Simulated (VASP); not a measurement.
# InGa2O (R-3m) in VASP: relaxation of cell and atoms with PBE

Aim: the relaxation of cell and atoms of InGa2O with PBE.

Program: VASP 6.6.1. These are calculated values, not measurements. Logs are shortened: lines on timing, memory, paths and dates and some standing lists are left out, and cuts for length are marked.

## 1. The cell of the first run

The structure is trigonal, space group R-3m (No. 166). The conventional cell has a = 4.688 Å, b = 4.688 Å, c = 10.876 Å, α = 90.00°, β = 90.00°, γ = 120.00°. Within 3.6 Å of In (site symmetry -3m) lie 8 Ga at 2.71 to 3.49 Å and 6 O at 3.26 Å. Within 2.6 Å of Ga (site symmetry 3m) lie 1 O at 1.95 Å. Within 2.6 Å of O (site symmetry -3m) lie 2 Ga at 1.95 Å.

The cell was generated, and may not be a known phase.

## 2. Relaxation of cell and atoms, PBE

Input file INCAR:

```
SYSTEM = InGa2O
PREC = Accurate
ENCUT = 1340
EDIFF = 1E-7
ISMEAR = 0
SIGMA = 0.1
LREAL = .False.
LASPH = .True.
NELM = 120
ALGO = Normal
ISIF = 3
LWAVE = .False.
LCHARG = .False.
GGA = PE
IBRION = 2
NSW = 90
EDIFFG = -0.04
GGA_COMPAT = .False.
NELMIN = 4
```

Input file KPOINTS:

```
regular mesh
0
Gamma
  6 6 6
  0 0 0
```

Input file POSCAR:

```
InGa2O
1.0
    2.3439553500      1.3532832500      3.6252330300
   -2.3439553500      1.3532832500      3.6252330300
    0.0000000000     -2.7065665100      3.6252330300
In Ga O
1 2 1
Direct
    0.5000000000      0.5000000000      0.5000000000
    0.8209138500      0.8209138500      0.8209138500
    0.1790861500      0.1790861500      0.1790861500
    0.0000000000      0.0000000000      0.0000000000
```

Potentials or basis: VASP PAW PBE potentials, release 64 (In_d, Ga_d, O_h).

Run with:

```sh
$ cat potpaw_PBE.64/In_d/POTCAR potpaw_PBE.64/Ga_d/POTCAR potpaw_PBE.64/O_h/POTCAR > POTCAR
$ mpirun -np 1 vasp_std > vasp.out
```

OUTCAR:

```text
SYSTEM = InGa2O
   PREC = Accurate
   ENCUT = 1340
   EDIFF = 1E-7
   ISMEAR = 0
   LREAL = .False.
   LASPH = .True.
   NELM = 120
   ISIF = 3
   GGA = PE
   IBRION = 2
   NSW = 90
   EDIFFG = -0.04
   NELMIN = 4

 ion  position               nearest neighbor table
   1  0.500  0.500  0.500-   3 2.71   3 2.71   2 2.71   2 2.71   3 2.71   2 2.71
   2  0.821  0.821  0.821-   4 1.95   1 2.71   1 2.71   1 2.71   3 2.72   3 2.72   3 2.72
   3  0.179  0.179  0.179-   4 1.95   1 2.71   1 2.71   1 2.71   2 2.72   2 2.72   2 2.72
   4  0.000  0.000  0.000-   2 1.95   3 1.95

  LATTYP: Found a trigonal (rhomboedric) cell.
 ALAT       =     4.5241371287
 COS(alpha) =     0.4631448242

  Lattice vectors:

 A1 = (   2.3439553500,   1.3532832500,   3.6252330300)
 A2 = (  -2.3439553500,   1.3532832500,   3.6252330300)
 A3 = (   0.0000000000,  -2.7065665100,   3.6252330300)

Analysis of symmetry for initial positions (statically):
=====================================================================
 Subroutine PRICEL returns:
 Original cell was already a primitive cell.

 Routine SETGRP: Setting up the symmetry group for a
 trigonal (rhombohedral) supercell.

 Subroutine GETGRP returns: Found 12 space group operations
 (whereof 12 operations were pure point group operations)
 out of a pool of 12 trial point group operations.

The static configuration has the point symmetry D_3d.

Analysis of symmetry for dynamics (positions and initial velocities):
=====================================================================
 Subroutine PRICEL returns:
 Original cell was already a primitive cell.

 Routine SETGRP: Setting up the symmetry group for a
 trigonal (rhombohedral) supercell.

 Subroutine GETGRP returns: Found 12 space group operations
 (whereof 12 operations were pure point group operations)
 out of a pool of 12 trial point group operations.

The dynamic configuration has the point symmetry D_3d.

 Subroutine INISYM returns: Found 12 space group operations
 (whereof 12 operations are pure point group operations),
 and found     1 'primitive' translations

----------------------------------------------------------------------------------------

                                     Primitive cell

  volume of cell :      68.9962

  direct lattice vectors                    reciprocal lattice vectors
     2.343955350  1.353283250  3.625233030     0.213314644  0.123157267  0.091948112
    -2.343955350  1.353283250  3.625233030    -0.213314644  0.123157267  0.091948112
     0.000000000 -2.706566510  3.625233030     0.000000000 -0.246314534  0.091948112

  length of vectors
     4.524137129  4.524137129  4.524137133     0.262916916  0.262916916  0.262916916

  position of ions in fractional coordinates (direct lattice)
     0.500000000  0.500000000  0.500000000
     0.820913850  0.820913850  0.820913850
     0.179086150  0.179086150  0.179086150
     0.000000000  0.000000000  0.000000000

  ion indices of the primitive-cell ions
   primitive index   ion index
                 1           1
                 2           2
                 3           3
                 4           4

----------------------------------------------------------------------------------------

 KPOINTS: regular mesh

Automatic generation of k-mesh.
 Grid dimensions read from file:
 generate k-points for:    6    6    6

 Generating k-lattice:

  Cartesian coordinates                     Fractional coordinates (reciprocal lattice)
     0.035552441  0.020526211  0.015324685     0.166666667 -0.000000000  0.000000000
    -0.035552441  0.020526211  0.015324685    -0.000000000  0.166666667  0.000000000
     0.000000000 -0.041052422  0.015324685     0.000000000  0.000000000  0.166666667

  Length of vectors
     0.043819486  0.043819486  0.043819486

  Shift w.r.t. Gamma in fractional coordinates (k-lattice)
     0.000000000  0.000000000  0.000000000

 Subroutine IBZKPT returns following result:
 ===========================================

 Found     32 irreducible k-points:

 Following reciprocal coordinates:
            Coordinates               Weight
  0.000000  0.000000  0.000000      1.000000
  0.166667 -0.000000 -0.000000      6.000000
  0.333333  0.000000  0.000000      6.000000
  0.500000 -0.000000  0.000000      3.000000
  0.166667  0.166667 -0.000000      6.000000
  0.333333  0.166667 -0.000000     12.000000
[... 16 lines left out ...]
  0.500000  0.500000  0.166667      6.000000
 -0.333333  0.500000  0.166667     12.000000
 [... further k-points ...]
   k-points           NKPTS =     32   k-points in BZ     NKDIM =     32   number of bands    NBANDS=     27
   number of dos      NEDOS =    301   number of ions     NIONS =      4
   total plane-waves  NPLWV = 157464
   dimension x,y,z NGX =    54 NGY =   54 NGZ =   54
   dimension x,y,z NGXF=   108 NGYF=  108 NGZF=  108
   ions per type =               1   2   1
   NGX,Y,Z   is equivalent  to a cutoff of  19.84, 19.84, 19.84 a.u.
   NGXF,Y,Z  is equivalent  to a cutoff of  39.69, 39.69, 39.69 a.u.
 SYSTEM =  InGa2O
   PREC   = accura    normal or accurate (medium, high low for compatibility)
   ISTART =      0    job   : 0-new  1-cont  2-samecut
   ICHARG =      2    charge: 1-file 2-atom 10-const
   ISPIN  =      1    spin polarized calculation?
   LNONCOLLINEAR =      F non collinear calculations
   LSORBIT =      F    spin-orbit coupling
   LASPH  =      T    aspherical Exc in radial PAW
   ENCUT  = 1340.0 eV  98.49 Ry    9.92 a.u.  13.50 13.50 13.50*2*pi/ulx,y,z
   NELM   =    120;   NELMIN=  4; NELMDL= -5     # of ELM steps
   EDIFF  = 0.1E-06   stopping-criterion for ELM
   LREAL  =      F    real-space projection
   EDIFFG = -.4E-01   stopping-criterion for IOM
   NSW    =     90    number of steps for IOM
   IBRION =      2    ionic relax: 0-MD 1-quasi-New 2-CG
   NFREE  =      1    steps in history (QN), initial steepest desc. (CG)
   ISIF   =      3    stress and relaxation
   ISYM   =      2    0-nonsym 1-usesym 2-fastsym
   POTIM  = 0.5000    time-step for ionic-motion
   TEBEG  =    0.0;   TEEND  =   0.0 temperature during run
   PSTRESS=    0.0 pullay stress
   NELECT =      45.0000    total number of electrons
   NUPDOWN=      -1.0000    fix difference up-down
   EMIN   =  10.00;   EMAX   =-10.00  energy-range for DOS
   EFERMI =   0.00;   METHOD = LEGACY
   ISMEAR =     0;   SIGMA  =   0.10  broadening in eV -4-tet -1-fermi 0-gaus
   EFERMI_NEDOS =   21; number of points for ismear=-14 and -15
   IALGO  =     38    algorithm
   IMIX   =      4    mixing-type and parameters
     AMIX     =   0.40;   BMIX     =  1.00
     AMIX_MAG =   1.60;   BMIX_MAG =  1.00
  volume/ion in A,a.u.               =      17.25       116.40
  Fermi-wavevector in a.u.,A,eV,Ry     =   1.419724  2.682889 27.424124  2.015616
  Thomas-Fermi vector in A             =   2.540714
   LORBIT       =      0    0 simple, 1 ext, 2 COOP (PROOUT), +10 PAW based schemes
   GGA     = PE    functional components
   LHFCALC =     F    Hartree Fock is set to
   AEXX    =    0.0000 exact exchange contribution
   IVDW    =     0    specifies the selected vdW correction
   LEPSILON=     F    determine dielectric tensor
   LRPA    =     F    only Hartree local field effects (RPA)
 conjugate gradient relaxation of ions
 non-spin polarized calculation
 Gauss-broadening in eV      SIGMA  =   0.10
  energy-cutoff  :     1340.00
  volume of cell :       69.00
 maximum number of plane-waves:      7708
 NGX is ok and might be reduce to    54
   NGX = 27   NGY = 27   NGZ = 27

--------------------------------------- Ionic step        1  -------------------------------------------

 number of electron      44.9999999 magnetization

 Free energy of the ion-electron system (eV)
  ---------------------------------------------------
  ext. energy  EPLUGINS =         0.00000000
  ---------------------------------------------------
  free energy    TOTEN  =       -13.84108251 eV

  energy without entropy =      -13.83321780  energy(sigma->0) =      -13.83715015

------------------------ aborting loop because EDIFF is reached ----------------------------------------

  FORCE on cell =-STRESS in cart. coord.  units (eV):
  Direction    XX          YY          ZZ          XY          YZ          ZX
  --------------------------------------------------------------------------------------
  -------------------------------------------------------------------------------------
  Total        7.3636402      7.3636403     -1.9493179     -0.0000000      0.0000000      0.0000000
  in kB      170.9928394    170.9928397    -45.2655739     -0.0000000      0.0000000      0.0000000
  external PRESSURE =      98.9067018 kB  Pullay stress =       0.0000000 kB

 VOLUME and BASIS-vectors are now :
 -----------------------------------------------------------------------------
  energy-cutoff  :     1340.00
  volume of cell :       69.00
      direct lattice vectors                 reciprocal lattice vectors
     2.343955350  1.353283250  3.625233030     0.213314644  0.123157267  0.091948112
    -2.343955350  1.353283250  3.625233030    -0.213314644  0.123157267  0.091948112
     0.000000000 -2.706566510  3.625233030     0.000000000 -0.246314534  0.091948112
[... 1649 lines left out ...]
 POSITION                                       TOTAL-FORCE (eV/Angst)
 -----------------------------------------------------------------------------------
      0.00000     -0.00000      5.27798         0.000000     -0.000000      0.000000
      0.00000     -0.00000      8.71767         0.000000     -0.000000      0.125840
      0.00000     -0.00000      1.83829        -0.000000      0.000000     -0.125840
     -0.00000      0.00000      0.00000        -0.000000      0.000000     -0.000000
 -----------------------------------------------------------------------------------
    total drift:                               -0.000000     -0.000000      0.000000

  FREE ENERGIE OF THE ION-ELECTRON SYSTEM (eV)
  ---------------------------------------------------
  free  energy   TOTEN  =       -14.7358101162 eV

  energy  without entropy=      -14.7288702685  energy(sigma->0) =      -14.73234019

--------------------------------------- Ionic step        7  -------------------------------------------

 number of electron      44.9999999 magnetization

 Free energy of the ion-electron system (eV)
  ---------------------------------------------------
  ext. energy  EPLUGINS =         0.00000000
  ---------------------------------------------------
  free energy    TOTEN  =       -14.73719420 eV

  energy without entropy =      -14.73010647  energy(sigma->0) =      -14.73365034

 E-fermi :   4.1850     XC(G=0):  -9.7169

 val. band max:        4.1849600436   @ k =   0.5000   0.5000   0.1667
 cond. band min:       4.2053864340   @ k =   0.0000   0.0000   0.0000
 fundamental gap:      0.0204263904
 Fermi energy:         4.1850004843

 k-point     1 :       0.0000    0.0000    0.0000
  band No.  band energies     occupation
      1     -14.3915      2.00000
      2     -10.4237      2.00000
      3     -10.4232      2.00000
      4     -10.4088      2.00000
      5     -10.4088      2.00000
      6     -10.3593      2.00000
[... 733 lines left out ...]
 POSITION                                       TOTAL-FORCE (eV/Angst)
 -----------------------------------------------------------------------------------
      0.00000     -0.00000      5.26118         0.000000     -0.000000      0.000000
      0.00000     -0.00000      8.69358        -0.000000      0.000000     -0.013156
      0.00000     -0.00000      1.82878         0.000000     -0.000000      0.013156
     -0.00000      0.00000      0.00000        -0.000000      0.000000      0.000000
 -----------------------------------------------------------------------------------
    total drift:                               -0.000000      0.000000      0.000000

  FREE ENERGIE OF THE ION-ELECTRON SYSTEM (eV)
  ---------------------------------------------------
  free  energy   TOTEN  =       -14.7371942038 eV

  energy  without entropy=      -14.7301064703  energy(sigma->0) =      -14.73365034

 reached required accuracy - stopping structural energy minimisation
```

It took 16 min on 1 thread of Intel Xeon 6975P-C (Granite Rapids), shared host; peak memory 0.61 GiB.

Results:

```
Free energy                           : -14.7372 eV
Relaxed volume                        : 21.43 Å³/atom
Relaxed cell                          : a = 4.659 Å, b = 4.659 Å, c = 4.659 Å, α = 69.51°, β = 69.51°, γ = 69.51°
Space group after relaxing (to 0.1 Å) : R-3m (No. 166)
Energy gained by relaxing             : 224.0 meV/atom
Ionic steps                           : 7
Pressure after relaxing               : 0.0 GPa
Largest force after relaxing          : 0.013 eV/Å
Band gap on the k mesh                : zero (an odd number of electrons rules out a gap without spin polarisation)
```

Forces on the atoms (eV/Å):
```
In   0.000  0.000  0.000
Ga   0.000  0.000 -0.013
Ga   0.000  0.000  0.013
O    0.000  0.000  0.000
```

Stress tensor (GPa, compression positive):
```
 0.05  0.00  0.00
 0.00  0.05  0.00
 0.00  0.00 -0.04
```

The path:
```csv
step,energy change (eV),largest force (eV/Å),pressure (GPa),volume (Å³)
1,0.0000,0.8363,9.89,69.00
2,-0.8202,0.3714,1.53,79.87
3,-0.8894,0.0455,0.55,83.63
4,-0.8951,0.0970,0.42,85.03
5,-0.8951,0.1320,0.39,85.36
6,-0.8947,0.1258,-0.33,86.17
7,-0.8961,0.0132,0.02,85.72
```

Final structure:
```yaml
crystal:
  lattice:
    - [2.65619, 1.53355, 3.50745]
    - [-2.65619, 1.53355, 3.50745]
    - [0.00000, -3.06710, 3.50745]
  atoms:
    - { symbol: In, position: [0.50000, 0.50000, 0.50000] }
    - { symbol: Ga, position: [0.82620, 0.82620, 0.82620] }
    - { symbol: Ga, position: [0.17380, 0.17380, 0.17380] }
    - { symbol: O, position: [0.00000, 0.00000, 0.00000] }
```

Caveat: the volume moved by over 15 % at a fixed basis, so the end points are rough; spin-orbit coupling is left out, which moves the levels of the heavy elements.

The gap in the log of VASP goes by the Fermi energy; the results here count the filled bands.